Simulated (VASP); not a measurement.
# RuPt7Se16 (P-3m1) in VASP: single point with PBEsol+U

Aim: the single point of RuPt7Se16 with PBEsol+U.

Everything below comes from runs of VASP 6.6.1. Logs are shortened: lines on timing, memory, paths and dates and some standing lists are left out, and cuts for length are marked.

## Step 1: The cell of the first run

Symmetry: P-3m1, No. 164, trigonal system. The conventional cell has a = 7.448 Å, b = 7.448 Å, c = 10.124 Å, α = 90.00°, β = 90.00°, γ = 120.00°. Ru (site symmetry -3m) has 6 Se at 2.47 Å within 3.3 Å. Within 3.3 Å of Pt (site symmetry -3m) lie 6 Se at 2.51 Å. Pt (site symmetry 2/m) has 6 Se at 2.50 to 2.52 Å within 3.3 Å. Within 3.3 Å of Pt (site symmetry 2/m) lie 6 Se at 2.51 Å. Within 3.4 Å of Se (site symmetry m) lie 1 Ru at 2.47 Å and 2 Pt at 2.52 Å and 6 Se at 3.27 to 3.36 Å. Se (site symmetry m) has 3 Pt at 2.51 Å and 6 Se at 3.27 to 3.38 Å within 3.4 Å. Se (site symmetry 3m) has 3 Pt at 2.50 Å and 6 Se at 3.29 to 3.36 Å within 3.4 Å. Within 3.4 Å of Se (site symmetry 3m) lie 3 Pt at 2.51 Å and 6 Se at 3.30 to 3.38 Å.

## Step 2: Single point, PBEsol+U, collinear spin, zero start

INCAR

```
PREC     = Accurate       # precision mode
ENCUT    = 520            # plane-wave cutoff, eV
EDIFF    = 1E-6           # SCF threshold, eV
ISMEAR   = 0              # smearing method
SIGMA    = 0.05           # smearing width, eV
LREAL    = Auto         
LASPH    = True           # aspherical terms in the spheres
NELM     = 150            # most SCF steps
ALGO     = Normal         # electronic algorithm
ISIF     = 2              # what is computed and relaxed
LWAVE    = False          # write WAVECAR
LCHARG   = False          # write CHGCAR
ISPIN    = 2              # spin polarisation
MAGMOM   = 0 0 0 0 0 0 0 0 0 0 0 0 0 0 0 0 0 0 0 0 0 0 0 0 # initial moments
LORBIT   = 11             # projections on sites
NUPDOWN  = 0.0            # fixed moment
LMAXMIX  = 4              # l up to which the mixer works
LDAU     = True           # DFT+U
LDAUTYPE = 2            
LDAUL    = 2 -1 -1        # shell
LDAUU    = 4 0 0          # U, eV
LDAUJ    = 0 0 0        
LDAUPRINT= 1            
GGA      = PS             # functional
NBANDS   = 112            # bands
KPAR     = 4
```

KPOINTS

```
regular mesh
0
Gamma
  3 3 2
```

POSCAR

```
RuPt7Se16
1.0
    7.4480000000      0.0000000000      0.0000000000
   -3.7240000000      6.4501572000      0.0000000000
    0.0000000000      0.0000000000     10.1240000000
Ru Pt Se
1 7 16
Direct
    1.0000000000      1.0000000000      0.0000000000
    1.0000000000      1.0000000000      0.5000000000
    0.0000000000      0.5000000000      0.0000000000
    0.0000000000      0.5000000000      0.5000000000
    0.5000000000      1.0000000000      0.0000000000
    0.5000000000      1.0000000000      0.5000000000
    0.5000000000      0.5000000000      0.0000000000
    0.5000000000      0.5000000000      0.5000000000
    0.1637911303      0.3275822607      0.1272082311
    0.1665432399      0.3330864798      0.6284345510
    0.1637911303      0.8362088697      0.1272082311
    0.1665432399      0.8334567601      0.6284345510
    0.6666666667      0.3333333333      0.1250914883
    0.6666666667      0.3333333333      0.6286561822
    0.6724177393      0.8362088697      0.1272082311
    0.6669135202      0.8334567601      0.6284345510
    0.3330864798      0.1665432399      0.3715654490
    0.3275822607      0.1637911303      0.8727917689
    0.3333333333      0.6666666667      0.3713438178
    0.3333333333      0.6666666667      0.8749085117
    0.8334567601      0.1665432399      0.3715654490
    0.8362088697      0.1637911303      0.8727917689
    0.8334567601      0.6669135202      0.3715654490
    0.8362088697      0.6724177393      0.8727917689
```

Potentials or basis: VASP PAW PBE potentials, release 64 (Ru_pv, Pt, Se).

Command:

```sh
> cat potpaw_PBE.64/Ru_pv/POTCAR potpaw_PBE.64/Pt/POTCAR potpaw_PBE.64/Se/POTCAR > POTCAR
> mpirun -np 4 vasp_std > vasp.out
```

OUTCAR:

```text
PREC = Accurate
   ENCUT = 520
   EDIFF = 1E-6
   ISMEAR = 0
   LREAL = Auto
   LASPH = True
   NELM = 150
   ISIF = 2
   ISPIN = 2
   LORBIT = 11
   NUPDOWN = 0.0
   GGA = PS

 ion  position               nearest neighbor table
   1  0.000  0.000  0.000-   9 2.47  24 2.47  22 2.47  11 2.47  15 2.47  18 2.47
   2  0.000  0.000  0.500-  10 2.51  23 2.51  16 2.51  17 2.51  21 2.51  12 2.51
   3  0.000  0.500  0.000-  13 2.50  20 2.50  11 2.52  22 2.52   9 2.52  24 2.52
   4  0.000  0.500  0.500-  12 2.51  21 2.51  10 2.51  23 2.51  14 2.51  19 2.51
   5  0.500  0.000  0.000-  13 2.50  20 2.50  18 2.52  15 2.52  11 2.52  22 2.52
   6  0.500  0.000  0.500-  12 2.51  16 2.51  17 2.51  21 2.51  19 2.51  14 2.51
   7  0.500  0.500  0.000-  13 2.50  20 2.50  18 2.52  15 2.52   9 2.52  24 2.52
   8  0.500  0.500  0.500-  16 2.51  17 2.51  10 2.51  23 2.51  19 2.51  14 2.51
   9  0.164  0.328  0.127-   1 2.47   3 2.52   7 2.52
  10  0.167  0.333  0.628-   2 2.51   4 2.51   8 2.51
  11  0.164  0.836  0.127-   1 2.47   3 2.52   5 2.52
  12  0.167  0.833  0.628-   2 2.51   4 2.51   6 2.51
  13  0.667  0.333  0.125-   5 2.50   3 2.50   7 2.50
  14  0.667  0.333  0.629-   6 2.51   4 2.51   8 2.51
[... 8 lines left out ...]
  23  0.833  0.667  0.372-   2 2.51   4 2.51   8 2.51
  24  0.836  0.672  0.873-   1 2.47   3 2.52   7 2.52

  LATTYP: Found a hexagonal cell.
 ALAT       =     7.4480000000
 C/A-ratio  =     1.3592910849

  Lattice vectors:

 A1 = (   7.4480000000,   0.0000000000,   0.0000000000)
 A2 = (  -3.7240000000,   6.4501572000,   0.0000000000)
 A3 = (   0.0000000000,   0.0000000000,  10.1240000000)

Analysis of symmetry for initial positions (statically):
=====================================================================
 Subroutine PRICEL returns:
 Original cell was already a primitive cell.

 Routine SETGRP: Setting up the symmetry group for a
 hexagonal supercell.

 Subroutine GETGRP returns: Found 12 space group operations
 (whereof 12 operations were pure point group operations)
 out of a pool of 24 trial point group operations.

The static configuration has the point symmetry D_3d.

Analysis of symmetry for dynamics (positions and initial velocities):
=====================================================================
 Subroutine PRICEL returns:
 Original cell was already a primitive cell.

 Routine SETGRP: Setting up the symmetry group for a
 hexagonal supercell.

[... 222 lines left out ...]

 Free energy of the ion-electron system (eV)
  ---------------------------------------------------
  ext. energy  EPLUGINS =         0.00000000
  ---------------------------------------------------
  free energy    TOTEN  =      -125.59055780 eV

  energy without entropy =     -125.58717569  energy(sigma->0) =     -125.58886674

 E-fermi :   5.9614     XC(G=0): -10.8276

 val. band max:        5.8115966889   @ k =   0.3333  -0.0000   0.0000
 cond. band min:       5.9623800734   @ k =   0.3333   0.3333   0.0000
 fundamental gap:      0.1507833845
 Fermi energy:         5.9614451233

 spin component 1

 k-point     1 :       0.0000    0.0000    0.0000
  band No.  band energies     occupation
      1     -35.5400      1.00000
      2     -35.5288      1.00000
      3     -35.5288      1.00000
      4      -9.3131      1.00000
      5      -8.5985      1.00000
      6      -7.7733      1.00000
[... 619 lines left out ...]
    101       7.6119      0.00000
    102       7.9058      0.00000
 Fermi energy:         5.9614452675

 spin component 2

 k-point     1 :       0.0000    0.0000    0.0000
  band No.  band energies     occupation
      1     -35.5400      1.00000
      2     -35.5288      1.00000
      3     -35.5288      1.00000
      4      -9.3131      1.00000
      5      -8.5985      1.00000
      6      -7.7733      1.00000
[... 619 lines left out ...]
    101       7.6119      0.00000
    102       7.9058      0.00000
 [bands above 102 left out]

------------------------ aborting loop because EDIFF is reached ----------------------------------------

  FORCE on cell =-STRESS in cart. coord.  units (eV):
  Direction    XX          YY          ZZ          XY          YZ          ZX
  --------------------------------------------------------------------------------------
  -------------------------------------------------------------------------------------
  Total       -1.0143502     -1.0143502     -5.5010062      0.0000000      0.0000000     -0.0000000
  in kB       -3.3414611     -3.3414611    -18.1213527      0.0000000      0.0000000     -0.0000000
  external PRESSURE =      -8.2680916 kB  Pullay stress =       0.0000000 kB

 VOLUME and BASIS-vectors are now :
 -----------------------------------------------------------------------------
  energy-cutoff  :      520.00
  volume of cell :      486.36
      direct lattice vectors                 reciprocal lattice vectors
     7.448000000  0.000000000  0.000000000     0.134264232  0.077517491  0.000000000
    -3.724000000  6.450157200  0.000000000     0.000000000  0.155034981  0.000000000
     0.000000000  0.000000000 10.124000000     0.000000000  0.000000000  0.098775188

 POSITION                                       TOTAL-FORCE (eV/Angst)
 -----------------------------------------------------------------------------------
      0.00000      0.00000      0.00000         0.000000      0.000000     -0.000000
      0.00000      0.00000      5.06200         0.000000      0.000000     -0.000000
     -1.86200      3.22508      0.00000         0.000000      0.000000     -0.000000
     -1.86200      3.22508      5.06200         0.000000      0.000000     -0.000000
      3.72400      0.00000      0.00000         0.000000      0.000000     -0.000000
      3.72400      0.00000      5.06200         0.000000      0.000000     -0.000000
[... 16 lines left out ...]
      3.72400      4.30170      3.76173         0.000000     -0.004972     -0.019407
      3.72400      4.33720      8.83614        -0.000000     -0.075643     -0.067439
 -----------------------------------------------------------------------------------
    total drift:                               -0.000000      0.000000      0.000000

  FREE ENERGIE OF THE ION-ELECTRON SYSTEM (eV)
  ---------------------------------------------------
  free  energy   TOTEN  =      -125.5905577966 eV

  energy  without entropy=     -125.5871756895  energy(sigma->0) =     -125.58886674

 total charge

# of ion       s       p       d       tot
------------------------------------------
    1        0.321   6.260   6.181  12.762
    2        0.678   0.694   8.024   9.396
    3        0.682   0.676   8.027   9.384
    4        0.677   0.691   8.030   9.398
    5        0.682   0.676   8.027   9.384
    6        0.677   0.691   8.030   9.398
[... 16 lines left out ...]
   23        1.487   2.204   0.069   3.760
   24        1.480   2.232   0.066   3.778
--------------------------------------------------
tot         28.832  46.499  63.462 138.792

 magnetization (x)

# of ion       s       p       d       tot
------------------------------------------
    1        0.000   0.000   0.000   0.000
    2       -0.000  -0.000  -0.000  -0.000
    3       -0.000   0.000  -0.000  -0.000
    4       -0.000  -0.000  -0.000  -0.000
    5       -0.000   0.000  -0.000  -0.000
    6       -0.000  -0.000  -0.000  -0.000
[... 16 lines left out ...]
   23       -0.000   0.000   0.000   0.000
   24       -0.000  -0.000   0.000  -0.000
--------------------------------------------------
tot         -0.000   0.000  -0.000  -0.000
```

OSZICAR:

```text
N       E                     dE             d eps       ncg     rms          rms(c)
DAV:   1     0.110890439848E+04    0.11089E+04   -0.83702E+04  2872   0.145E+03
DAV:   2    -0.415811030415E+02   -0.11505E+04   -0.11037E+04  3104   0.282E+02
DAV:   3    -0.129816795150E+03   -0.88236E+02   -0.84638E+02  3088   0.718E+01
DAV:   4    -0.132128689227E+03   -0.23119E+01   -0.22933E+01  3016   0.120E+01
DAV:   5    -0.132205660890E+03   -0.76972E-01   -0.76925E-01  3848   0.186E+00    0.373E+01
DAV:   6    -0.128268446613E+03    0.39372E+01   -0.39527E+01  2880   0.279E+01    0.269E+01
DAV:   7    -0.128194727305E+03    0.73719E-01   -0.38267E+01  2856   0.204E+01    0.145E+01
DAV:   8    -0.125843645069E+03    0.23511E+01   -0.10890E+01  2920   0.186E+01    0.750E+00
DAV:   9    -0.125576818006E+03    0.26683E+00   -0.17454E+00  2904   0.497E+00    0.195E+00
DAV:  10    -0.125566002658E+03    0.10815E-01   -0.15089E-01  3040   0.149E+00    0.107E+00
DAV:  11    -0.125585763669E+03   -0.19761E-01   -0.27875E-02  3104   0.641E-01    0.496E-01
DAV:  12    -0.125589483892E+03   -0.37202E-02   -0.10925E-02  2960   0.403E-01    0.243E-01
DAV:  13    -0.125590266947E+03   -0.78305E-03   -0.12647E-03  2976   0.145E-01    0.140E-01
DAV:  14    -0.125590558693E+03   -0.29175E-03   -0.49852E-04  2968   0.900E-02    0.567E-02
DAV:  15    -0.125590545311E+03    0.13382E-04   -0.90055E-05  2984   0.366E-02    0.282E-02
DAV:  16    -0.125590558151E+03   -0.12840E-04   -0.19281E-05  3016   0.207E-02    0.191E-02
DAV:  17    -0.125590557797E+03    0.35402E-06   -0.39956E-06  2720   0.687E-03
   1 F= -.12559056E+03 E0= -.12558887E+03  d E =-.338211E-02  mag=     0.0000
```

stdout:

```text
POSCAR found type information on POSCAR RuPtSe
 POSCAR found :  3 types and      24 ions
 scaLAPACK will be used
 -----------------------------------------------------------------------------
|                                                                             |
|                                                                             |
|     You enforced a specific xc type in the INCAR file but a different       |
|     I HOPE YOU KNOW WHAT YOU ARE DOING!                                     |
|                                                                             |
 -----------------------------------------------------------------------------

 LDA part: xc-table for (Slater+PW92), standard interpolation
 POSCAR, INCAR and KPOINTS ok, starting setup
 FFT: planning ... GRIDC
 FFT: planning ... GRID_SOFT
 FFT: planning ... GRID
 WAVECAR not read
 entering main loop
```

It took 8.1 min on 4 MPI ranks of AMD EPYC 7R13 (Zen 3), shared host; peak memory 1 GiB.

Results:

```
Free energy                                           : -125.5906 eV
Pressure                                              : -0.8 GPa
Largest force                                         : 0.101 eV/Å
Net moment                                            : 0.00 μB per cell
Valence electrons inside the program's atomic spheres : Ru 12.76; Pt 9.40, 9.38 (each value once); Se 3.78, 3.76, 3.77 (each value once)
```

Forces in eV/Å, atoms in the order of the input:
```
Ru   0.000  0.000  0.000
Pt   0.000  0.000  0.000
Pt   0.000  0.000  0.000
Pt   0.000  0.000  0.000
Pt   0.000  0.000  0.000
Pt   0.000  0.000  0.000
Pt   0.000  0.000  0.000
Pt   0.000  0.000  0.000
Se   0.000  0.076  0.067
Se   0.000  0.005  0.019
Se   0.066 -0.038  0.067
Se   0.004 -0.002  0.019
Se   0.000  0.000  0.011
Se   0.000  0.000  0.018
Se  -0.066 -0.038  0.067
Se  -0.004 -0.002  0.019
Se   0.004  0.002 -0.019
Se   0.066  0.038 -0.067
Se   0.000  0.000 -0.018
Se   0.000  0.000 -0.011
Se  -0.004  0.002 -0.019
Se  -0.066  0.038 -0.067
Se   0.000 -0.005 -0.019
Se   0.000 -0.076 -0.067
```

Stress tensor (GPa, compression positive):
```
-0.33  0.00  0.00
 0.00 -0.33  0.00
 0.00  0.00 -1.81
```

Eigenvalues of the final occupation matrices:
| site | spin | trace | eigenvalues |
| --- | --- | --- | --- |
| site 1 d | 1 | 3.12 | 0.41 0.41 0.73 0.78 0.78 |
| site 1 d | 2 | 3.12 | 0.41 0.41 0.73 0.78 0.78 |

Caveat: the PAW data sets were made with another functional, which shifts forces and pressure a little; spin-orbit coupling is left out, which moves the levels of the heavy elements; the total moment is fixed, so each spin has its own Fermi level.
